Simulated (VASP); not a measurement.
# AlN (P3_121) in VASP: a series of runs

The runs below take AlN through single point, relaxation of cell and atoms, with PBE.

All numbers are computed with VASP 6.6.1; they aren't measurements. Logs are shortened: lines on timing, memory, paths and dates and some standing lists are left out, and cuts for length are marked.

## 1. The cell of the first run

The structure is trigonal, space group P3_121 (No. 152). The conventional cell has a = 3.593 Å, b = 3.593 Å, c = 7.116 Å, α = 90.00°, β = 90.00°, γ = 120.00°. Within 2.7 Å of Al (site symmetry 2) lie 6 N at 2.06 to 2.70 Å. N (site symmetry 2) has 6 Al at 2.06 to 2.70 Å within 2.7 Å.

## 2. Single point, PBE

INCAR

```
SYSTEM = AlN
PREC = Accurate
ENCUT = 520
EDIFF = 1E-6
ISMEAR = 0
SIGMA = 0.1
LREAL = .FALSE.
LASPH = .TRUE.
NELM = 80
ALGO = Normal
ISIF = 2
LWAVE = .FALSE.
LCHARG = .FALSE.
GGA = PE
NBANDS = 21
```

KPOINTS

```
regular mesh
0
G
  6 6 4
  0 0 0
```

POSCAR

```
AlN
1.0
    3.5932250200      0.0000000000      0.0000000000
   -1.7966125100      3.1118241500      0.0000000000
    0.0000000000      0.0000000000      7.1159024100
Al N
3 3
Direct
    0.7740052500      0.0000000000      0.3333333300
    0.0000000000      0.7740052500      0.6666666700
    0.2259947500      0.2259947500      0.0000000000
    0.6855738000      0.0000000000      0.8333333300
    0.0000000000      0.6855738000      0.1666666700
    0.3144262000      0.3144262000      0.5000000000
```

Potentials or basis: VASP PAW PBE potentials, release 64 (Al, N).

The run is started by

```
$ cat potpaw_PBE.64/Al/POTCAR potpaw_PBE.64/N/POTCAR > POTCAR
$ mpirun -np 1 vasp_std > vasp.out
```

OUTCAR:

```text
SYSTEM = AlN
   PREC = Accurate
   ENCUT = 520
   EDIFF = 1E-6
   ISMEAR = 0
   LREAL = .FALSE.
   LASPH = .TRUE.
   NELM = 80
   ISIF = 2
   GGA = PE

 ion  position               nearest neighbor table
   1  0.774  0.000  0.333-   5 2.06   6 2.06   5 2.48   6 2.48   3 2.76   2 2.76
   2  0.000  0.774  0.667-   4 2.06   6 2.06   4 2.48   6 2.48   3 2.76   1 2.76
   3  0.226  0.226  0.000-   4 2.06   5 2.06   4 2.48   5 2.48   1 2.76   2 2.76
   4  0.686  0.000  0.833-   2 2.06   3 2.06   2 2.48   3 2.48
   5  0.000  0.686  0.167-   1 2.06   3 2.06   1 2.48   3 2.48
   6  0.314  0.314  0.500-   1 2.06   2 2.06   2 2.48   1 2.48

  LATTYP: Found a hexagonal cell.
 ALAT       =     3.5932250200
 C/A-ratio  =     1.9803664870

  Lattice vectors:

 A1 = (   3.5932250200,   0.0000000000,   0.0000000000)
 A2 = (  -1.7966125100,   3.1118241500,   0.0000000000)
 A3 = (   0.0000000000,   0.0000000000,   7.1159024100)

Analysis of symmetry for initial positions (statically):
=====================================================================
 Subroutine PRICEL returns:
 Original cell was already a primitive cell.

 Routine SETGRP: Setting up the symmetry group for a
 hexagonal supercell.

 Subroutine GETGRP returns: Found  6 space group operations
 (whereof  2 operations were pure point group operations)
 out of a pool of 24 trial point group operations.

The static configuration has the point symmetry C_2 .
 The point group associated with its full space group is D_3 .

Analysis of symmetry for dynamics (positions and initial velocities):
=====================================================================
 Subroutine PRICEL returns:
 Original cell was already a primitive cell.

 Routine SETGRP: Setting up the symmetry group for a
 hexagonal supercell.

 Subroutine GETGRP returns: Found  6 space group operations
 (whereof  2 operations were pure point group operations)
 out of a pool of 24 trial point group operations.

The dynamic configuration has the point symmetry C_2 .
 The point group associated with its full space group is D_3 .

 Subroutine INISYM returns: Found  6 space group operations
 (whereof  2 operations are pure point group operations),
 and found     1 'primitive' translations

----------------------------------------------------------------------------------------

                                     Primitive cell

  volume of cell :      79.5664

  direct lattice vectors                    reciprocal lattice vectors
     3.593225020  0.000000000  0.000000000     0.278301524  0.160677460  0.000000000
    -1.796612510  3.111824150  0.000000000     0.000000000  0.321354920  0.000000000
     0.000000000  0.000000000  7.115902410     0.000000000  0.000000000  0.140530314

  length of vectors
     3.593225020  3.593225021  7.115902410     0.321354920  0.321354920  0.140530314

  position of ions in fractional coordinates (direct lattice)
     0.774005250  0.000000000  0.333333330
     0.000000000  0.774005250  0.666666670
     0.225994750  0.225994750  0.000000000
     0.685573800  0.000000000  0.833333330
     0.000000000  0.685573800  0.166666670
     0.314426200  0.314426200  0.500000000

  ion indices of the primitive-cell ions
   primitive index   ion index
                 1           1
                 2           2
                 3           3
                 4           4
                 5           5
                 6           6

----------------------------------------------------------------------------------------

 KPOINTS: regular mesh

Automatic generation of k-mesh.
 Grid dimensions read from file:
 generate k-points for:    6    6    4

 Generating k-lattice:

  Cartesian coordinates                     Fractional coordinates (reciprocal lattice)
     0.046383587  0.026779577  0.000000000     0.166666667  0.000000000  0.000000000
     0.000000000  0.053559153  0.000000000     0.000000000  0.166666667  0.000000000
     0.000000000  0.000000000  0.035132578     0.000000000  0.000000000  0.250000000

  Length of vectors
     0.053559153  0.053559153  0.035132578

  Shift w.r.t. Gamma in fractional coordinates (k-lattice)
     0.000000000  0.000000000  0.000000000

 Subroutine IBZKPT returns following result:
 ===========================================

 Found     24 irreducible k-points:

 Following reciprocal coordinates:
            Coordinates               Weight
  0.000000  0.000000  0.000000      1.000000
  0.166667  0.000000  0.000000      6.000000
  0.333333  0.000000  0.000000      6.000000
  0.500000  0.000000  0.000000      3.000000
  0.166667  0.166667  0.000000      6.000000
  0.333333  0.166667  0.000000     12.000000
[... 16 lines left out ...]
  0.333333  0.166667  0.500000     12.000000
  0.333333  0.333333  0.500000      2.000000
   k-points           NKPTS =     24   k-points in BZ     NKDIM =     24   number of bands    NBANDS=     21
   number of dos      NEDOS =    301   number of ions     NIONS =      6
   total plane-waves  NPLWV =  42336
   dimension x,y,z NGX =    28 NGY =   28 NGZ =   54
   dimension x,y,z NGXF=    56 NGYF=   56 NGZF=  108
   ions per type =               3   3
   NGX,Y,Z   is equivalent  to a cutoff of  12.95, 12.95, 12.62 a.u.
   NGXF,Y,Z  is equivalent  to a cutoff of  25.91, 25.91, 25.23 a.u.
 SYSTEM =  AlN
   PREC   = accura    normal or accurate (medium, high low for compatibility)
   ISTART =      0    job   : 0-new  1-cont  2-samecut
   ICHARG =      2    charge: 1-file 2-atom 10-const
   ISPIN  =      1    spin polarized calculation?
   LNONCOLLINEAR =      F non collinear calculations
   LSORBIT =      F    spin-orbit coupling
   LASPH  =      T    aspherical Exc in radial PAW
   ENCUT  =  520.0 eV  38.22 Ry    6.18 a.u.   6.68  6.68 13.23*2*pi/ulx,y,z
   NELM   =     80;   NELMIN=  2; NELMDL= -5     # of ELM steps
   EDIFF  = 0.1E-05   stopping-criterion for ELM
   LREAL  =      F    real-space projection
   EDIFFG = 0.1E-04   stopping-criterion for IOM
   NSW    =      0    number of steps for IOM
   IBRION =     -1    ionic relax: 0-MD 1-quasi-New 2-CG
   NFREE  =      0    steps in history (QN), initial steepest desc. (CG)
   ISIF   =      2    stress and relaxation
   ISYM   =      2    0-nonsym 1-usesym 2-fastsym
   POTIM  = 0.5000    time-step for ionic-motion
   TEBEG  =    0.0;   TEEND  =   0.0 temperature during run
   PSTRESS=    0.0 pullay stress
   NELECT =      24.0000    total number of electrons
   NUPDOWN=      -1.0000    fix difference up-down
   EMIN   =  10.00;   EMAX   =-10.00  energy-range for DOS
   EFERMI =   0.00;   METHOD = LEGACY
   ISMEAR =     0;   SIGMA  =   0.10  broadening in eV -4-tet -1-fermi 0-gaus
   EFERMI_NEDOS =   21; number of points for ismear=-14 and -15
   IALGO  =     38    algorithm
   IMIX   =      4    mixing-type and parameters
     AMIX     =   0.40;   BMIX     =  1.00
     AMIX_MAG =   1.60;   BMIX_MAG =  1.00
  volume/ion in A,a.u.               =      13.26        89.49
  Fermi-wavevector in a.u.,A,eV,Ry     =   1.097915  2.074759 16.400702  1.205418
  Thomas-Fermi vector in A             =   2.234283
   LORBIT       =      0    0 simple, 1 ext, 2 COOP (PROOUT), +10 PAW based schemes
   GGA     = PE    functional components
   LHFCALC =     F    Hartree Fock is set to
   AEXX    =    0.0000 exact exchange contribution
   IVDW    =     0    specifies the selected vdW correction
   LEPSILON=     F    determine dielectric tensor
   LRPA    =     F    only Hartree local field effects (RPA)
 non-spin polarized calculation
 Gauss-broadening in eV      SIGMA  =   0.10
  energy-cutoff  :      520.00
  volume of cell :       79.57
 maximum number of plane-waves:      2174
 NGX is ok and might be reduce to    28
   NGX = 13   NGY = 13   NGZ = 27

 number of electron      23.9999997 magnetization

 Free energy of the ion-electron system (eV)
  ---------------------------------------------------
  ext. energy  EPLUGINS =         0.00000000
  ---------------------------------------------------
  free energy    TOTEN  =       -36.17964879 eV

  energy without entropy =      -36.17805361  energy(sigma->0) =      -36.17885120

 E-fermi :   5.4630     XC(G=0): -10.2001

 val. band max:        5.3590240961   @ k =   0.1667   0.0000   0.0000
 cond. band min:       5.5356847550   @ k =   0.5000   0.0000   0.0000
 fundamental gap:      0.1766606589
 Fermi energy:         5.4630450675

 k-point     1 :       0.0000    0.0000    0.0000
  band No.  band energies     occupation
      1      -9.3583      2.00000
      2      -7.8702      2.00000
      3      -7.8702      2.00000
      4       1.1046      2.00000
      5       1.1046      2.00000
      6       2.9846      2.00000
[... 13 lines left out ...]
     20      12.7740      0.00000
     21      12.7740      0.00000

 k-point     2 :       0.1667    0.0000    0.0000
  band No.  band energies     occupation
      1      -9.1185      2.00000
      2      -7.7499      2.00000
      3      -7.7376      2.00000
      4       0.6138      2.00000
      5       0.9465      2.00000
      6       2.1449      2.00000
[... 13 lines left out ...]
     20      12.7272      0.00000
     21      13.4699      0.00000

 k-point     3 :       0.3333    0.0000    0.0000
  band No.  band energies     occupation
      1      -8.5006      2.00000
      2      -7.5624      2.00000
      3      -7.4491      2.00000
      4      -0.5096      2.00000
      5       0.0612      2.00000
      6       0.8769      2.00000
[... 13 lines left out ...]
     20      12.9917      0.00000
     21      13.1854      0.00000
[... 457 lines left out ...]
 k-point    23 :       0.3333    0.1667    0.5000
  band No.  band energies     occupation
      1      -7.9203      2.00000
      2      -7.7472      2.00000
      3      -7.2476      2.00000
      4      -0.9739      2.00000
      5      -0.1790      2.00000
      6       1.0167      2.00000
[... 13 lines left out ...]
     20      13.0216      0.00000
     21      13.9650      0.00000

 k-point    24 :       0.3333    0.3333    0.5000
  band No.  band energies     occupation
      1      -7.6166      2.00000
      2      -7.6166      2.00000
      3      -7.3589      2.00000
      4      -0.6469      2.00000
      5      -0.6469      2.00000
      6       0.5040      2.00000
[... 13 lines left out ...]
     20      12.7962      0.00000
     21      13.1314      0.00000

------------------------ aborting loop because EDIFF is reached ----------------------------------------

  FORCE on cell =-STRESS in cart. coord.  units (eV):
  Direction    XX          YY          ZZ          XY          YZ          ZX
  --------------------------------------------------------------------------------------
  -------------------------------------------------------------------------------------
  Total      -23.9822273    -23.9822273     -1.5185518      0.0000000      0.0000000      0.0000000
  in kB     -482.9149523   -482.9149526    -30.5781182      0.0000000      0.0000000      0.0000000
  external PRESSURE =    -332.1360077 kB  Pullay stress =       0.0000000 kB

 VOLUME and BASIS-vectors are now :
 -----------------------------------------------------------------------------
  energy-cutoff  :      520.00
  volume of cell :       79.57
      direct lattice vectors                 reciprocal lattice vectors
     3.593225020  0.000000000  0.000000000     0.278301524  0.160677460  0.000000000
    -1.796612510  3.111824150  0.000000000     0.000000000  0.321354920  0.000000000
     0.000000000  0.000000000  7.115902410     0.000000000  0.000000000  0.140530314

 POSITION                                       TOTAL-FORCE (eV/Angst)
 -----------------------------------------------------------------------------------
      2.78118      0.00000      2.37197         0.042657      0.000000     -0.000000
     -1.39059      2.40857      4.74393        -0.021329      0.036942     -0.000000
      0.40602      0.70326      0.00000        -0.021329     -0.036942     -0.000000
      2.46342      0.00000      5.92992         0.797202      0.000000      0.000000
     -1.23171      2.13339      1.18598        -0.398601      0.690397     -0.000000
      0.56490      0.97844      3.55795        -0.398601     -0.690397     -0.000000
 -----------------------------------------------------------------------------------
    total drift:                                0.000006     -0.000007      0.000000

  FREE ENERGIE OF THE ION-ELECTRON SYSTEM (eV)
  ---------------------------------------------------
  free  energy   TOTEN  =       -36.1796487895 eV

  energy  without entropy=      -36.1780536115  energy(sigma->0) =      -36.17885120
```

Wall time 35 s (1 thread of Intel Xeon Platinum 8488C (Sapphire Rapids), shared host); peak memory 0.19 GiB.

Results:

```yaml
Free_energy: -36.1796 eV
Pressure: -33.2 GPa
Largest_force: 0.797 eV/Å
Band_gap_on_the_k_mesh: 0.18 eV, indirect (least direct gap 0.91 eV)
```

Forces in eV/Å, atoms in the order of the input:
```
Al   0.043  0.000  0.000
Al  -0.021  0.037  0.000
Al  -0.021 -0.037  0.000
N    0.797  0.000  0.000
N   -0.399  0.690  0.000
N   -0.399 -0.690  0.000
```

(Part 1 of 2 ends here.)
